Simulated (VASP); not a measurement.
# Na3HSe (Pm-3m) in VASP: notebook, part 2 of 2

VASP 6.6.1.

**3. Relaxation of cell and atoms, PBE+D3(BJ)**

This run uses another cell than the first one, of 18.84 Å³/atom.

Input file INCAR:

```
SYSTEM = Na3HSe
ALGO = Normal ; EDIFF = 1E-6
EDIFFG = -0.005 ; ENCUT = 600
GGA = PE ; IBRION = 2
ISIF = 3 ; ISMEAR = 0
IVDW = 12 ; LASPH = .TRUE.
LCHARG = .FALSE. ; LREAL = .FALSE.
LWAVE = .FALSE. ; NELM = 80
NSW = 70 ; PREC = Accurate
SIGMA = 0.02
```

Input file KPOINTS:

```
k-points
0
G
  6 6 6
  0 0 0
```

Input file POSCAR:

```
Na3HSe
1.0
    4.5502916133      0.0000000000      0.0000000000
    0.0000000000      4.5502916133      0.0000000000
    0.0000000000      0.0000000000      4.5502916133
Na H Se
3 1 1
Direct
    0.0000000000      0.5000000000      0.5000000000
    0.5000000000      0.0000000000      0.5000000000
    0.5000000000      0.5000000000      0.0000000000
    0.5000000000      0.5000000000      0.5000000000
    0.0000000000      0.0000000000      0.0000000000
```

Potentials or basis: VASP PAW PBE potentials, release 64 (Na_pv, H, Se).

The run is started by

```sh
> cat potpaw_PBE.64/Na_pv/POTCAR potpaw_PBE.64/H/POTCAR potpaw_PBE.64/Se/POTCAR > POTCAR
> mpirun -np 1 vasp_std > vasp.out
```

OUTCAR:

```text
SYSTEM = Na3HSe
   EDIFF = 1E-6
   EDIFFG = -0.005
   ENCUT = 600
   GGA = PE
   IBRION = 2
   ISIF = 3
   ISMEAR = 0
   IVDW = 12
   LASPH = .TRUE.
   LREAL = .FALSE.
   NELM = 80
   NSW = 70
   PREC = Accurate
 IVDW          = 12

 ion  position               nearest neighbor table
   1  0.000  0.500  0.500-
   2  0.500  0.000  0.500-
   3  0.500  0.500  0.000-
   4  0.500  0.500  0.500-
   5  0.000  0.000  0.000-

  LATTYP: Found a simple cubic cell.
 ALAT       =     4.5502916133

  Lattice vectors:

 A1 = (   4.5502916133,   0.0000000000,   0.0000000000)
 A2 = (   0.0000000000,   4.5502916133,   0.0000000000)
 A3 = (   0.0000000000,   0.0000000000,   4.5502916133)

Analysis of symmetry for initial positions (statically):
=====================================================================
 Subroutine PRICEL returns:
 Original cell was already a primitive cell.

 Routine SETGRP: Setting up the symmetry group for a
 simple cubic supercell.

 Subroutine GETGRP returns: Found 48 space group operations
 (whereof 48 operations were pure point group operations)
 out of a pool of 48 trial point group operations.

The static configuration has the point symmetry O_h .

Analysis of symmetry for dynamics (positions and initial velocities):
=====================================================================
 Subroutine PRICEL returns:
 Original cell was already a primitive cell.

 Routine SETGRP: Setting up the symmetry group for a
 simple cubic supercell.

 Subroutine GETGRP returns: Found 48 space group operations
 (whereof 48 operations were pure point group operations)
 out of a pool of 48 trial point group operations.

The dynamic configuration has the point symmetry O_h .

 Subroutine INISYM returns: Found 48 space group operations
 (whereof 48 operations are pure point group operations),
 and found     1 'primitive' translations

----------------------------------------------------------------------------------------

                                     Primitive cell

  volume of cell :      94.2145

  direct lattice vectors                    reciprocal lattice vectors
     4.550291613  0.000000000  0.000000000     0.219766135  0.000000000  0.000000000
     0.000000000  4.550291613  0.000000000     0.000000000  0.219766135  0.000000000
     0.000000000  0.000000000  4.550291613     0.000000000  0.000000000  0.219766135

  length of vectors
     4.550291613  4.550291613  4.550291613     0.219766135  0.219766135  0.219766135

  position of ions in fractional coordinates (direct lattice)
     0.000000000  0.500000000  0.500000000
     0.500000000  0.000000000  0.500000000
     0.500000000  0.500000000  0.000000000
     0.500000000  0.500000000  0.500000000
     0.000000000  0.000000000  0.000000000

  ion indices of the primitive-cell ions
   primitive index   ion index
                 1           1
                 2           2
                 3           3
                 4           4
                 5           5

----------------------------------------------------------------------------------------

 KPOINTS: k-points

Automatic generation of k-mesh.
 Grid dimensions read from file:
 generate k-points for:    6    6    6

 Generating k-lattice:

  Cartesian coordinates                     Fractional coordinates (reciprocal lattice)
     0.036627689  0.000000000  0.000000000     0.166666667  0.000000000  0.000000000
     0.000000000  0.036627689  0.000000000     0.000000000  0.166666667  0.000000000
     0.000000000  0.000000000  0.036627689     0.000000000  0.000000000  0.166666667

  Length of vectors
     0.036627689  0.036627689  0.036627689

  Shift w.r.t. Gamma in fractional coordinates (k-lattice)
     0.000000000  0.000000000  0.000000000

 Subroutine IBZKPT returns following result:
 ===========================================

 Found     20 irreducible k-points:

 Following reciprocal coordinates:
            Coordinates               Weight
  0.000000  0.000000  0.000000      1.000000
  0.166667  0.000000  0.000000      6.000000
  0.333333  0.000000  0.000000      6.000000
  0.500000  0.000000  0.000000      3.000000
  0.166667  0.166667  0.000000     12.000000
  0.333333  0.166667  0.000000     24.000000
[... 12 lines left out ...]
  0.500000  0.500000  0.333333      6.000000
  0.500000  0.500000  0.500000      1.000000
   k-points           NKPTS =     20   k-points in BZ     NKDIM =     20   number of bands    NBANDS=     18
   number of dos      NEDOS =    301   number of ions     NIONS =      5
   total plane-waves  NPLWV =  46656
   dimension x,y,z NGX =    36 NGY =   36 NGZ =   36
   dimension x,y,z NGXF=    72 NGYF=   72 NGZF=   72
   ions per type =               3   1   1
   NGX,Y,Z   is equivalent  to a cutoff of  13.15, 13.15, 13.15 a.u.
   NGXF,Y,Z  is equivalent  to a cutoff of  26.31, 26.31, 26.31 a.u.
 SYSTEM =  Na3HSe
   PREC   = accura    normal or accurate (medium, high low for compatibility)
   ISTART =      0    job   : 0-new  1-cont  2-samecut
   ICHARG =      2    charge: 1-file 2-atom 10-const
   ISPIN  =      1    spin polarized calculation?
   LNONCOLLINEAR =      F non collinear calculations
   LSORBIT =      F    spin-orbit coupling
   LASPH  =      T    aspherical Exc in radial PAW
   ENCUT  =  600.0 eV  44.10 Ry    6.64 a.u.   9.09  9.09  9.09*2*pi/ulx,y,z
   NELM   =     80;   NELMIN=  2; NELMDL= -5     # of ELM steps
   EDIFF  = 0.1E-05   stopping-criterion for ELM
   LREAL  =      F    real-space projection
   EDIFFG = -.5E-02   stopping-criterion for IOM
   NSW    =     70    number of steps for IOM
   IBRION =      2    ionic relax: 0-MD 1-quasi-New 2-CG
   NFREE  =      1    steps in history (QN), initial steepest desc. (CG)
   ISIF   =      3    stress and relaxation
   ISYM   =      2    0-nonsym 1-usesym 2-fastsym
   POTIM  = 0.5000    time-step for ionic-motion
   TEBEG  =    0.0;   TEEND  =   0.0 temperature during run
   PSTRESS=    0.0 pullay stress
   NELECT =      28.0000    total number of electrons
   NUPDOWN=      -1.0000    fix difference up-down
   EMIN   =  10.00;   EMAX   =-10.00  energy-range for DOS
   EFERMI =   0.00;   METHOD = LEGACY
   ISMEAR =     0;   SIGMA  =   0.02  broadening in eV -4-tet -1-fermi 0-gaus
   EFERMI_NEDOS =   21; number of points for ismear=-14 and -15
   IALGO  =     38    algorithm
   IMIX   =      4    mixing-type and parameters
     AMIX     =   0.40;   BMIX     =  1.00
     AMIX_MAG =   1.60;   BMIX_MAG =  1.00
  volume/ion in A,a.u.               =      18.84       127.16
  Fermi-wavevector in a.u.,A,eV,Ry     =   1.092500  2.064526 16.239331  1.193557
  Thomas-Fermi vector in A             =   2.228767
   LORBIT       =      0    0 simple, 1 ext, 2 COOP (PROOUT), +10 PAW based schemes
   GGA     = PE    functional components
   LHFCALC =     F    Hartree Fock is set to
   AEXX    =    0.0000 exact exchange contribution
   IVDW    =    12    specifies the selected vdW correction
   LEPSILON=     F    determine dielectric tensor
   LRPA    =     F    only Hartree local field effects (RPA)
 conjugate gradient relaxation of ions
 non-spin polarized calculation
 Gauss-broadening in eV      SIGMA  =   0.02
  energy-cutoff  :      600.00
  volume of cell :       94.21
 maximum number of plane-waves:      3178
   NGX = 19   NGY = 19   NGZ = 19

--------------------------------------- Ionic step        1  -------------------------------------------

 number of electron      27.9999945 magnetization

 Free energy of the ion-electron system (eV)
  ---------------------------------------------------
  ext. energy  EPLUGINS =         0.00000000
  ---------------------------------------------------
  free energy    TOTEN  =       -14.27488548 eV

  energy without entropy =      -14.27488548  energy(sigma->0) =      -14.27488548

------------------------ aborting loop because EDIFF is reached ----------------------------------------

 Edisp (eV)   -1.14388

 E8    (eV) :    -0.5141

  FORCE on cell =-STRESS in cart. coord.  units (eV):
  Direction    XX          YY          ZZ          XY          YZ          ZX
  --------------------------------------------------------------------------------------
  -------------------------------------------------------------------------------------
  Total      -1.17211    -1.17211    -1.17211     0.00000    -0.00000     0.00000
  in kB     -19.93244   -19.93244   -19.93244     0.00000    -0.00000     0.00000
  external pressure =      -19.93 kB  Pullay stress =        0.00 kB
[... 110 lines left out ...]
  energy  without entropy=      -15.4641011955  energy(sigma->0) =      -15.46410120

--------------------------------------- Ionic step        4  -------------------------------------------

 number of electron      28.0000018 magnetization

 Free energy of the ion-electron system (eV)
  ---------------------------------------------------
  ext. energy  EPLUGINS =         0.00000000
  ---------------------------------------------------
  free energy    TOTEN  =       -14.22796040 eV

  energy without entropy =      -14.22796040  energy(sigma->0) =      -14.22796040

 E-fermi :   1.0810     XC(G=0):  -8.5995

 val. band max:        0.9571470645   @ k =   0.5000   0.5000   0.0000
 cond. band min:       4.0122389644   @ k =   0.5000   0.0000   0.0000
 fundamental gap:      3.0550918999
 Fermi energy:         1.0810220119

 k-point     1 :       0.0000    0.0000    0.0000
  band No.  band energies     occupation
      1     -21.9423      2.00000
      2     -21.9423      2.00000
      3     -21.9423      2.00000
      4     -21.8606      2.00000
      5     -21.8606      2.00000
      6     -21.8606      2.00000
[... 10 lines left out ...]
     17       6.1277      0.00000
     18       8.6952      0.00000
[... 433 lines left out ...]
  FREE ENERGIE OF THE ION-ELECTRON SYSTEM (eV)
  ---------------------------------------------------
  free  energy   TOTEN  =       -15.4644900405 eV

  energy  without entropy=      -15.4644900405  energy(sigma->0) =      -15.46449004

 reached required accuracy - stopping structural energy minimisation
```

CONTCAR:

```text
Na3HSe
   1.00000000000000
     4.4369780354448665   -0.0000000000000000    0.0000000000000000
     0.0000000000000000    4.4369780354448665    0.0000000000000000
    -0.0000000000000000   -0.0000000000000000    4.4369780354448665
  Na              H               Se
     3     1     1
Direct
     0.0000000000000000    0.5000000000000000    0.5000000000000000
     0.5000000000000000    0.0000000000000000    0.5000000000000000
     0.5000000000000000    0.5000000000000000    0.0000000000000000
     0.5000000000000000    0.5000000000000000    0.5000000000000000
     0.0000000000000000    0.0000000000000000    0.0000000000000000

  0.00000000E+00  0.00000000E+00  0.00000000E+00
  0.00000000E+00  0.00000000E+00  0.00000000E+00
  0.00000000E+00  0.00000000E+00  0.00000000E+00
  0.00000000E+00  0.00000000E+00  0.00000000E+00
  0.00000000E+00  0.00000000E+00  0.00000000E+00
```

Run time: 1.7 min. Hardware: 1 thread of Intel Xeon 8259CL, shared host; peak memory 0.24 GiB.

What came out:

```
Free energy                           : -15.4645 eV
Relaxed volume                        : 17.47 Å³/atom
Relaxed cell                          : a = 4.437 Å, b = 4.437 Å, c = 4.437 Å, α = 90.00°, β = 90.00°, γ = 90.00°
Space group after relaxing (to 0.1 Å) : Pm-3m (No. 221)
Energy gained by relaxing             : 9.1 meV/atom
Ionic steps                           : 4
Pressure after relaxing               : 0.0 GPa
Band gap on the k mesh                : 3.06 eV (least direct gap 3.20 eV)
Dispersion energy per atom            : -0.247 eV
```

The path:
```tsv
step	energy change (eV)	largest force (eV/Å)	pressure (GPa)	volume (Å³)
1	0.0000	0.0000	-1.99	94.21
2	-0.0316	0.0000	-1.17	91.05
3	-0.0453	0.0000	-0.20	87.95
4	-0.0457	0.0000	0.04	87.35
```

Final structure:
```
Na H Se
1.0
     4.43698    0.00000    0.00000
     0.00000    4.43698    0.00000
     0.00000    0.00000    4.43698
Na H Se
3 1 1
Cartesian
  0.0000 2.2185 2.2185
  2.2185 0.0000 2.2185
  2.2185 2.2185 0.0000
  2.2185 2.2185 2.2185
  0.0000 0.0000 0.0000
```
